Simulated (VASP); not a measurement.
# As (R-3m) in VASP: a series of runs

The runs below take As through single point, with LDA.

Everything below comes from runs of VASP 6.6.1. Logs are shortened: lines on timing, memory, paths and dates and some standing lists are left out, and cuts for length are marked.

**1. The cell of the first run**

Symmetry: R-3m, No. 166, trigonal system. The conventional cell has a = 3.762 Å, b = 3.762 Å, c = 10.542 Å, α = 90.00°, β = 90.00°, γ = 120.00°. Within 3.4 Å of As (site symmetry 3m) lie 6 As at 2.56 to 3.07 Å.

**2. Single point, LDA**

Contents of INCAR:

```
  ALGO = Normal
  EDIFF = 1E-6
  ENCUT = 520
  GGA = CA
  ISIF = 2
  ISMEAR = 0
  LASPH = True
  LCHARG = False
  LREAL = False
  LWAVE = False
  NBANDS = 12
  NELM = 60
  PREC = Accurate
  SIGMA = 0.02
```

Contents of KPOINTS:

```
k-points
0
Gamma
  14 14 14
```

Contents of POSCAR:

```
As
1.0
    1.8807968987      1.0858785957      3.5140619945
   -1.8807968987      1.0858785957      3.5140619945
    0.0000000000     -2.1717571915      3.5140619945
As
2
Direct
    0.2354856987      0.2354856987      0.2354856987
    0.7740000000      0.7740000000      0.7740000000
```

Potentials or basis: VASP PAW LDA potentials, release 64 (As).

Run with:

```sh
$ cat potpaw_LDA.64/As/POTCAR > POTCAR
$ mpirun -np 1 vasp_std > vasp.out
```

OUTCAR:

```text
EDIFF = 1E-6
   ENCUT = 520
   GGA = CA
   ISIF = 2
   ISMEAR = 0
   LASPH = True
   LREAL = False
   NELM = 60
   PREC = Accurate

 ion  position               nearest neighbor table
   1  0.235  0.235  0.235-   2 2.56   2 2.56   2 2.56
   2  0.774  0.774  0.774-   1 2.56   1 2.56   1 2.56

  LATTYP: Found a trigonal (rhomboedric) cell.
 ALAT       =     4.1310000000
 COS(alpha) =     0.5854247172

  Lattice vectors:

 A1 = (   1.8807968987,   1.0858785957,   3.5140619945)
 A2 = (  -1.8807968987,   1.0858785957,   3.5140619945)
 A3 = (   0.0000000000,  -2.1717571915,   3.5140619945)

Analysis of symmetry for initial positions (statically):
=====================================================================
 Subroutine PRICEL returns:
 Original cell was already a primitive cell.

 Routine SETGRP: Setting up the symmetry group for a
 trigonal (rhombohedral) supercell.

 Subroutine GETGRP returns: Found 12 space group operations
 (whereof  6 operations were pure point group operations)
 out of a pool of 12 trial point group operations.

The static configuration has the point symmetry C_3v.
 The point group associated with its full space group is D_3d.

Analysis of symmetry for dynamics (positions and initial velocities):
=====================================================================
 Subroutine PRICEL returns:
 Original cell was already a primitive cell.

 Routine SETGRP: Setting up the symmetry group for a
 trigonal (rhombohedral) supercell.

 Subroutine GETGRP returns: Found 12 space group operations
 (whereof  6 operations were pure point group operations)
 out of a pool of 12 trial point group operations.

The dynamic configuration has the point symmetry C_3v.
 The point group associated with its full space group is D_3d.

 Subroutine INISYM returns: Found 12 space group operations
 (whereof  6 operations are pure point group operations),
 and found     1 'primitive' translations

----------------------------------------------------------------------------------------

                                     Primitive cell

  volume of cell :      43.0610

  direct lattice vectors                    reciprocal lattice vectors
     1.880796899  1.085878596  3.514061995     0.265844760  0.153485544  0.094856987
    -1.880796899  1.085878596  3.514061995    -0.265844760  0.153485544  0.094856987
     0.000000000 -2.171757191  3.514061995     0.000000000 -0.306971087  0.094856987

  length of vectors
[... 85 lines left out ...]
   NSW    =      0    number of steps for IOM
   IBRION =     -1    ionic relax: 0-MD 1-quasi-New 2-CG
   NFREE  =      0    steps in history (QN), initial steepest desc. (CG)
   ISIF   =      2    stress and relaxation
   ISYM   =      2    0-nonsym 1-usesym 2-fastsym
   POTIM  = 0.5000    time-step for ionic-motion
   TEBEG  =    0.0;   TEEND  =   0.0 temperature during run
   PSTRESS=    0.0 pullay stress
   NELECT =      10.0000    total number of electrons
   NUPDOWN=      -1.0000    fix difference up-down
   EMIN   =  10.00;   EMAX   =-10.00  energy-range for DOS
   EFERMI =   0.00;   METHOD = LEGACY
   ISMEAR =     0;   SIGMA  =   0.02  broadening in eV -4-tet -1-fermi 0-gaus
   EFERMI_NEDOS =   21; number of points for ismear=-14 and -15
   IALGO  =     38    algorithm
   IMIX   =      4    mixing-type and parameters
     AMIX     =   0.40;   BMIX     =  1.00
     AMIX_MAG =   1.60;   BMIX_MAG =  1.00
  volume/ion in A,a.u.               =      21.53       145.29
  Fermi-wavevector in a.u.,A,eV,Ry     =   1.006268  1.901570 13.776916  1.012575
  Thomas-Fermi vector in A             =   2.138999
   LORBIT       =      0    0 simple, 1 ext, 2 COOP (PROOUT), +10 PAW based schemes
   GGA     = CA    functional components
   LHFCALC =     F    Hartree Fock is set to
   AEXX    =    0.0000 exact exchange contribution
   IVDW    =     0    specifies the selected vdW correction
   LEPSILON=     F    determine dielectric tensor
   LRPA    =     F    only Hartree local field effects (RPA)
 non-spin polarized calculation
 Gauss-broadening in eV      SIGMA  =   0.02
  energy-cutoff  :      520.00
  volume of cell :       43.06
 maximum number of plane-waves:      1177
   NGX = 15   NGY = 15   NGZ = 15

 number of electron      10.0000000 magnetization

 Free energy of the ion-electron system (eV)
  ---------------------------------------------------
  ext. energy  EPLUGINS =         0.00000000
  ---------------------------------------------------
  free energy    TOTEN  =       -10.74663610 eV

  energy without entropy =      -10.74653576  energy(sigma->0) =      -10.74658593

 E-fermi :   5.4222     XC(G=0): -10.1796

 val. band max:        5.4039409934   @ k =   0.5000   0.4286   0.4286
 cond. band min:       5.4256196453   @ k =   0.3571   0.1429   0.1429
 fundamental gap:      0.0216786519
 Fermi energy:         5.4222220730

 k-point     1 :       0.0000    0.0000    0.0000
  band No.  band energies     occupation
      1      -9.4843      2.00000
      2      -0.5568      2.00000
      3       2.6958      2.00000
      4       3.6274      2.00000
      5       3.6274      2.00000
      6       7.5305      0.00000
      7       8.4255      0.00000
      8       8.4255      0.00000
      9      12.1600      0.00000
     10      12.1600      0.00000
     11      12.2154      0.00000
     12      14.0539      0.00000
[... 331 lines left out ...]
 k-point    24 :       0.2857    0.1429   -0.0000
  band No.  band energies     occupation
      1      -8.5583      2.00000
      2      -2.6859      2.00000
      3       1.8262      2.00000
      4       2.5219      2.00000
      5       4.1232      2.00000
      6       6.6167      0.00000
      7       8.2334      0.00000
      8       8.4353      0.00000
      9      10.4867      0.00000
     10      13.2295      0.00000
     11      14.3549      0.00000
     12      15.9548      0.00000

 [... further k-points ...]
[... 5 lines left out ...]
  --------------------------------------------------------------------------------------
  -------------------------------------------------------------------------------------
  Total       -0.6596527     -0.6596527     -1.3303550      0.0000000      0.0000000      0.0000000
  in kB      -24.5438162    -24.5438162    -49.4987566      0.0000000      0.0000000      0.0000000
  external PRESSURE =     -32.8621297 kB  Pullay stress =       0.0000000 kB

 VOLUME and BASIS-vectors are now :
 -----------------------------------------------------------------------------
  energy-cutoff  :      520.00
  volume of cell :       43.06
      direct lattice vectors                 reciprocal lattice vectors
     1.880796899  1.085878596  3.514061995     0.265844760  0.153485544  0.094856987
    -1.880796899  1.085878596  3.514061995    -0.265844760  0.153485544  0.094856987
     0.000000000 -2.171757191  3.514061995     0.000000000 -0.306971087  0.094856987

 POSITION                                       TOTAL-FORCE (eV/Angst)
 -----------------------------------------------------------------------------------
      0.00000     -0.00000      2.48253         0.000000      0.000000     -0.458178
      0.00000     -0.00000      8.15965         0.000000     -0.000000      0.458178
 -----------------------------------------------------------------------------------
    total drift:                               -0.000000     -0.000000      0.000001

  FREE ENERGIE OF THE ION-ELECTRON SYSTEM (eV)
  ---------------------------------------------------
  free  energy   TOTEN  =       -10.7466360969 eV

  energy  without entropy=      -10.7465357579  energy(sigma->0) =      -10.74658593
```

OSZICAR:

```text
N       E                     dE             d eps       ncg     rms          rms(c)
DAV:   1     0.276643220963E+02    0.27664E+02   -0.41896E+03  6912   0.694E+02
DAV:   2    -0.908749521442E+01   -0.36752E+02   -0.35152E+02  9240   0.110E+02
DAV:   3    -0.107760844988E+02   -0.16886E+01   -0.16775E+01  8688   0.244E+01
DAV:   4    -0.107852983262E+02   -0.92138E-02   -0.92122E-02  7776   0.201E+00
DAV:   5    -0.107853224534E+02   -0.24127E-04   -0.24127E-04  8668   0.113E-01    0.337E+00
DAV:   6    -0.107601172384E+02    0.25205E-01   -0.57597E-03  7724   0.412E-01    0.198E+00
DAV:   7    -0.107466231692E+02    0.13494E-01   -0.11908E-02  7748   0.606E-01    0.702E-02
DAV:   8    -0.107466329877E+02   -0.98185E-05   -0.22703E-04  8144   0.957E-02    0.160E-02
DAV:   9    -0.107466363647E+02   -0.33770E-05   -0.81633E-06  8464   0.170E-02    0.627E-03
DAV:  10    -0.107466360969E+02    0.26774E-06   -0.12577E-06  5248   0.573E-03
   1 F= -.10746636E+02 E0= -.10746586E+02  d E =-.100339E-03
```

Wall time 30 s (1 thread of Intel Xeon 6975P-C (Granite Rapids), shared host); peak memory 0.25 GiB.

What came out:

```
Free energy            : -10.7466 eV
Pressure               : -3.3 GPa
Largest force          : 0.458 eV/Å
Band gap on the k mesh : zero (band 5 reaches 5.62 eV, above the bottom of band 6 at 5.10 eV)
```

Forces on the atoms (eV/Å):
```
As   0.000  0.000 -0.458
As   0.000  0.000  0.458
```

**3. Single point, LDA**

This run uses another cell than the first one, of 22.18 Å³/atom, 1.030 times its volume.

Contents of INCAR:

```
PREC = Accurate
ENCUT = 520
EDIFF = 1E-6
ISMEAR = 0
SIGMA = 0.02
LREAL = False
LASPH = True
NELM = 60
ALGO = Normal
ISIF = 2
LWAVE = False
LCHARG = True
LELF = True
LVHAR = True
NBANDS = 12
```

Contents of KPOINTS:

```
regular mesh
0
Gamma
  14 14 14
```

Contents of POSCAR:

```
As
1.0
    1.8994198613      1.0966305682      3.5488569504
   -1.8994198613      1.0966305682      3.5488569504
    0.0000000000     -2.1932611365      3.5488569504
As
2
Direct
    0.2260000000      0.2260000000      0.2260000000
    0.7740000000      0.7740000000      0.7740000000
```

Potentials or basis: VASP PAW LDA potentials, release 64 (As).

Run with:

```sh
$ cat potpaw_LDA.64/As/POTCAR > POTCAR
$ mpirun -np 1 vasp_std > vasp.out
```

Run time: 32 s. Hardware: 1 thread of Intel Xeon 6975P-C (Granite Rapids), shared host; peak memory 0.25 GiB.

The run converged. Its results:

```
Free energy            : -10.7394 eV
Pressure               : -3.0 GPa
Largest force          : 0.128 eV/Å
Band gap on the k mesh : zero (band 5 reaches 5.18 eV, above the bottom of band 6 at 4.73 eV)
```

Forces on the atoms (eV/Å):
```
As   0.000  0.000  0.128
As   0.000  0.000 -0.128
```

Stress tensor (GPa, compression positive):
```
-3.04  0.00  0.00
 0.00 -3.04  0.00
 0.00  0.00 -2.94
```

Levels at points of the mesh, in eV from the Fermi level:
```tsv
k point	band 2	band 3	band 4	band 5	band 6	band 7	band 8	band 9
(0.00, 0.00, 0.00)	-5.99	-2.37	-1.96	-1.96	1.56	2.83	2.83	6.91
(0.50, 0.00, 0.00)	-10.96	-2.76	-2.70	-0.39	-0.37	0.43	1.43	8.84
(0.50, 0.50, 0.00)	-9.68	-5.79	-4.02	-3.99	1.49	5.26	6.71	6.98
(0.50, 0.50, 0.50)	-9.82	-1.71	-1.71	-0.79	0.80	0.80	1.77	7.88
```

(Part 1 of 2 ends here.)
